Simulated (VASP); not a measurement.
# TiC (Fm-3m) in VASP: a series of runs

The runs below take TiC through single point, with PBE.

Everything below comes from runs of VASP 6.6.1. Logs are shortened: lines on timing, memory, paths and dates and some standing lists are left out, and cuts for length are marked.

**1. The cell of the first run**

It takes space group Fm-3m (No. 225, cubic). Conventional cell: a = 4.245 Å, b = 4.245 Å, c = 4.245 Å, α = 90.00°, β = 90.00°, γ = 90.00°. Ti (site symmetry m-3m) has 6 C at 2.12 Å within 2.8 Å. C (site symmetry m-3m) has 6 Ti at 2.12 Å within 2.8 Å.

**2. Single point, PBE**

File INCAR:

```
SYSTEM = TiC
PREC     = Accurate       ! precision mode
ENCUT    = 520            ! plane-wave cutoff, eV
EDIFF    = 1E-6           ! SCF threshold, eV
ISMEAR   = 1              ! smearing method
SIGMA    = 0.1            ! smearing width, eV
LREAL    = .False.        ! projectors in reciprocal space
LASPH    = .True.         ! aspherical terms in the spheres
NELM     = 100            ! most SCF steps
ALGO     = Normal         ! electronic algorithm
ISIF     = 2              ! what is computed and relaxed
LWAVE    = .False.        ! write WAVECAR
LCHARG   = .False.        ! write CHGCAR
GGA      = PE             ! functional
NBANDS   = 15             ! bands
```

File KPOINTS:

```
regular mesh
0
Gamma
  11 11 11
  0 0 0
```

File POSCAR:

```
TiC
1.0
    0.0000000000      2.1226946233      2.1226946233
    2.1226946233      0.0000000000      2.1226946233
    2.1226946233      2.1226946233      0.0000000000
Ti C
1 1
Direct
    0.0000000000      0.0000000000      0.0000000000
    0.5000000000      0.5000000000      0.5000000000
```

Potentials or basis: VASP PAW PBE potentials, release 64 (Ti_sv, C).

On the command line:

```
> cat potpaw_PBE.64/Ti_sv/POTCAR potpaw_PBE.64/C/POTCAR > POTCAR
> mpirun -np 1 vasp_std > vasp.out
```

OUTCAR:

```text
SYSTEM = TiC
   PREC = Accurate
   ENCUT = 520
   EDIFF = 1E-6
   ISMEAR = 1
   LREAL = .False.
   LASPH = .True.
   NELM = 100
   ISIF = 2
   GGA = PE

 ion  position               nearest neighbor table
   1  0.000  0.000  0.000-   2 2.12   2 2.12   2 2.12   2 2.12   2 2.12   2 2.12
   2  0.500  0.500  0.500-   1 2.12   1 2.12   1 2.12   1 2.12   1 2.12   1 2.12

  LATTYP: Found a face centered cubic cell.
 ALAT       =     4.2453892466

  Lattice vectors:

 A1 = (   0.0000000000,   2.1226946233,   2.1226946233)
 A2 = (   2.1226946233,   0.0000000000,   2.1226946233)
 A3 = (   2.1226946233,   2.1226946233,   0.0000000000)

Analysis of symmetry for initial positions (statically):
=====================================================================
 Subroutine PRICEL returns:
 Original cell was already a primitive cell.

 Routine SETGRP: Setting up the symmetry group for a
 face centered cubic supercell.

 Subroutine GETGRP returns: Found 48 space group operations
 (whereof 48 operations were pure point group operations)
 out of a pool of 48 trial point group operations.

The static configuration has the point symmetry O_h .

Analysis of symmetry for dynamics (positions and initial velocities):
=====================================================================
 Subroutine PRICEL returns:
 Original cell was already a primitive cell.

 Routine SETGRP: Setting up the symmetry group for a
 face centered cubic supercell.

 Subroutine GETGRP returns: Found 48 space group operations
 (whereof 48 operations were pure point group operations)
 out of a pool of 48 trial point group operations.

The dynamic configuration has the point symmetry O_h .

 Subroutine INISYM returns: Found 48 space group operations
 (whereof 48 operations are pure point group operations),
 and found     1 'primitive' translations

----------------------------------------------------------------------------------------

                                     Primitive cell

  volume of cell :      19.1290

  direct lattice vectors                    reciprocal lattice vectors
     0.000000000  2.122694623  2.122694623    -0.235549662  0.235549662  0.235549662
     2.122694623  0.000000000  2.122694623     0.235549662 -0.235549662  0.235549662
     2.122694623  2.122694623  0.000000000     0.235549662  0.235549662 -0.235549662

  length of vectors
     3.001943525  3.001943525  3.001943525     0.407983981  0.407983981  0.407983981

  position of ions in fractional coordinates (direct lattice)
     0.000000000  0.000000000  0.000000000
     0.500000000  0.500000000  0.500000000

  ion indices of the primitive-cell ions
   primitive index   ion index
                 1           1
                 2           2

----------------------------------------------------------------------------------------

 KPOINTS: regular mesh

Automatic generation of k-mesh.
 Grid dimensions read from file:
 generate k-points for:   11   11   11

 Generating k-lattice:

  Cartesian coordinates                     Fractional coordinates (reciprocal lattice)
    -0.021413606  0.021413606  0.021413606     0.090909091  0.000000000  0.000000000
     0.021413606 -0.021413606  0.021413606     0.000000000  0.090909091  0.000000000
     0.021413606  0.021413606 -0.021413606     0.000000000  0.000000000  0.090909091

  Length of vectors
     0.037089453  0.037089453  0.037089453

  Shift w.r.t. Gamma in fractional coordinates (k-lattice)
     0.000000000  0.000000000  0.000000000

 Subroutine IBZKPT returns following result:
 ===========================================

 Found     56 irreducible k-points:

 Following reciprocal coordinates:
            Coordinates               Weight
  0.000000  0.000000  0.000000      1.000000
  0.090909  0.000000  0.000000      8.000000
  0.181818  0.000000  0.000000      8.000000
  0.272727  0.000000  0.000000      8.000000
  0.363636  0.000000  0.000000      8.000000
  0.454545  0.000000  0.000000      8.000000
[... 16 lines left out ...]
 -0.272727  0.181818  0.000000     24.000000
 -0.181818  0.181818  0.000000     12.000000
 [... further k-points ...]
   k-points           NKPTS =     56   k-points in BZ     NKDIM =     56   number of bands    NBANDS=     15
   number of dos      NEDOS =    301   number of ions     NIONS =      2
   total plane-waves  NPLWV =  13824
   dimension x,y,z NGX =    24 NGY =   24 NGZ =   24
   dimension x,y,z NGXF=    48 NGYF=   48 NGZF=   48
   ions per type =               1   1
   NGX,Y,Z   is equivalent  to a cutoff of  13.29, 13.29, 13.29 a.u.
   NGXF,Y,Z  is equivalent  to a cutoff of  26.58, 26.58, 26.58 a.u.
 SYSTEM =  TiC
   PREC   = accura    normal or accurate (medium, high low for compatibility)
   ISTART =      0    job   : 0-new  1-cont  2-samecut
   ICHARG =      2    charge: 1-file 2-atom 10-const
   ISPIN  =      1    spin polarized calculation?
   LNONCOLLINEAR =      F non collinear calculations
   LSORBIT =      F    spin-orbit coupling
   LASPH  =      T    aspherical Exc in radial PAW
   ENCUT  =  520.0 eV  38.22 Ry    6.18 a.u.   5.58  5.58  5.58*2*pi/ulx,y,z
   NELM   =    100;   NELMIN=  2; NELMDL= -5     # of ELM steps
   EDIFF  = 0.1E-05   stopping-criterion for ELM
   LREAL  =      F    real-space projection
[... 7 lines left out ...]
   TEBEG  =    0.0;   TEEND  =   0.0 temperature during run
   PSTRESS=    0.0 pullay stress
   NELECT =      16.0000    total number of electrons
   NUPDOWN=      -1.0000    fix difference up-down
   EMIN   =  10.00;   EMAX   =-10.00  energy-range for DOS
   EFERMI =   0.00;   METHOD = LEGACY
   ISMEAR =     1;   SIGMA  =   0.10  broadening in eV -4-tet -1-fermi 0-gaus
   EFERMI_NEDOS =   21; number of points for ismear=-14 and -15
   IALGO  =     38    algorithm
   IMIX   =      4    mixing-type and parameters
     AMIX     =   0.40;   BMIX     =  1.00
     AMIX_MAG =   1.60;   BMIX_MAG =  1.00
  volume/ion in A,a.u.               =       9.56        64.54
  Fermi-wavevector in a.u.,A,eV,Ry     =   1.542472  2.914850 32.371254  2.379220
  Thomas-Fermi vector in A             =   2.648272
   LORBIT       =      0    0 simple, 1 ext, 2 COOP (PROOUT), +10 PAW based schemes
   GGA     = PE    functional components
   LHFCALC =     F    Hartree Fock is set to
   AEXX    =    0.0000 exact exchange contribution
   IVDW    =     0    specifies the selected vdW correction
   LEPSILON=     F    determine dielectric tensor
   LRPA    =     F    only Hartree local field effects (RPA)
 non-spin polarized calculation
 Methfessel and Paxton  Order N= 1 SIGMA  =   0.10
  energy-cutoff  :      520.00
  volume of cell :       19.13
 maximum number of plane-waves:       532
   NGX = 11   NGY = 11   NGZ = 11

 number of electron      16.0000002 magnetization

 Free energy of the ion-electron system (eV)
  ---------------------------------------------------
  ext. energy  EPLUGINS =         0.00000000
  ---------------------------------------------------
  free energy    TOTEN  =       -18.64449544 eV

  energy without entropy =      -18.64445854  energy(sigma->0) =      -18.64448314

 E-fermi :  10.2494     XC(G=0): -13.0129

 val. band max:       10.1134350193   @ k =   0.4545   0.4545   0.0000
 cond. band min:      10.2836979871   @ k =   0.0909   0.0000   0.0000
 fundamental gap:      0.1702629678
 Fermi energy:        10.2493851629

 k-point     1 :       0.0000    0.0000    0.0000
  band No.  band energies     occupation
      1     -46.2825      2.00000
      2     -22.2707      2.00000
      3     -22.2707      2.00000
      4     -22.2707      2.00000
      5      -2.5409      2.00000
      6      10.8468     -0.00000
      7      10.8468     -0.00000
      8      10.8468     -0.00000
      9      11.8926     -0.00000
     10      11.8926     -0.00000
     11      11.8926     -0.00000
     12      11.9766     -0.00000
     13      11.9766     -0.00000
     14      21.5266      0.00000
     15      24.4088      0.00000

 k-point     2 :       0.0909    0.0000    0.0000
  band No.  band energies     occupation
      1     -46.2750      2.00000
      2     -22.3220      2.00000
      3     -22.2753      2.00000
      4     -22.2753      2.00000
      5      -2.3399      2.00000
      6       9.9879      2.00136
      7      10.2837      0.45541
      8      10.2837      0.45540
      9      11.2046     -0.00000
     10      11.2046     -0.00000
     11      12.3319      0.00000
     12      13.5236      0.00000
     13      13.5236      0.00000
     14      21.8367      0.00000
     15      24.5274      0.00000

 k-point     3 :       0.1818    0.0000    0.0000
  band No.  band energies     occupation
      1     -46.2548      2.00000
      2     -22.4576      2.00000
      3     -22.2877      2.00000
      4     -22.2877      2.00000
      5      -1.7648      2.00000
      6       8.4935      2.00000
      7       9.0788      2.00000
      8       9.0788      2.00000
      9      11.5784     -0.00000
     10      11.5784     -0.00000
     11      12.8188      0.00000
     12      15.1857      0.00000
     13      15.1857      0.00000
     14      22.2851      0.00000
     15      24.6791      0.00000
[... 343 lines left out ...]
 k-point    23 :      -0.2727    0.1818    0.0000
  band No.  band energies     occupation
      1     -46.1966      2.00000
      2     -22.7113      2.00000
      3     -22.4517      2.00000
      4     -22.3160      2.00000
      5       0.0999      2.00000
      6       5.7112      2.00000
      7       7.4343      2.00000
      8       7.5203      2.00000
      9      12.2905      0.00000
     10      13.3443      0.00000
     11      14.1981      0.00000
     12      15.6865      0.00000
     13      18.6196      0.00000
     14      21.7285      0.00000
     15      24.3104      0.00000

 k-point    24 :      -0.1818    0.1818    0.0000
  band No.  band energies     occupation
      1     -46.2193      2.00000
      2     -22.6107      2.00000
      3     -22.4035      2.00000
      4     -22.2938      2.00000
      5      -0.6926      2.00000
      6       6.7358      2.00000
      7       7.8196      2.00000
      8       8.0821      2.00000
      9      11.7772     -0.00000
     10      13.0032      0.00000
     11      13.9399      0.00000
     12      14.8731      0.00000
     13      17.8984      0.00000
     14      22.5991      0.00000
     15      24.1482      0.00000

 [... further k-points ...]
[... 5 lines left out ...]
  --------------------------------------------------------------------------------------
  -------------------------------------------------------------------------------------
  Total        2.1010533      2.1010533      2.1010533      0.0000000      0.0000000      0.0000000
  in kB      175.9766681    175.9766681    175.9766681      0.0000000      0.0000000      0.0000000
  external PRESSURE =     175.9766681 kB  Pullay stress =       0.0000000 kB

 VOLUME and BASIS-vectors are now :
 -----------------------------------------------------------------------------
  energy-cutoff  :      520.00
  volume of cell :       19.13
      direct lattice vectors                 reciprocal lattice vectors
     0.000000000  2.122694623  2.122694623    -0.235549662  0.235549662  0.235549662
     2.122694623  0.000000000  2.122694623     0.235549662 -0.235549662  0.235549662
     2.122694623  2.122694623  0.000000000     0.235549662  0.235549662 -0.235549662

 POSITION                                       TOTAL-FORCE (eV/Angst)
 -----------------------------------------------------------------------------------
      0.00000      0.00000      0.00000         0.000000      0.000000      0.000000
      2.12269      2.12269      2.12269        -0.000000     -0.000000     -0.000000
 -----------------------------------------------------------------------------------
    total drift:                                0.000000     -0.000000     -0.000000

  FREE ENERGIE OF THE ION-ELECTRON SYSTEM (eV)
  ---------------------------------------------------
  free  energy   TOTEN  =       -18.6444954351 eV

  energy  without entropy=      -18.6444585440  energy(sigma->0) =      -18.64448314
```

Wall time 21 s (1 thread of Intel Xeon 8259CL, shared host); peak memory 0.15 GiB.

What came out:

| Property | Result |
| --- | --- |
| Free energy | -18.6445 eV |
| Pressure | 17.6 GPa |
| Band gap on the k mesh | zero (band 8 reaches 10.85 eV, above the bottom of band 9 at 9.72 eV) |

(Continued in part 2 of 2.)
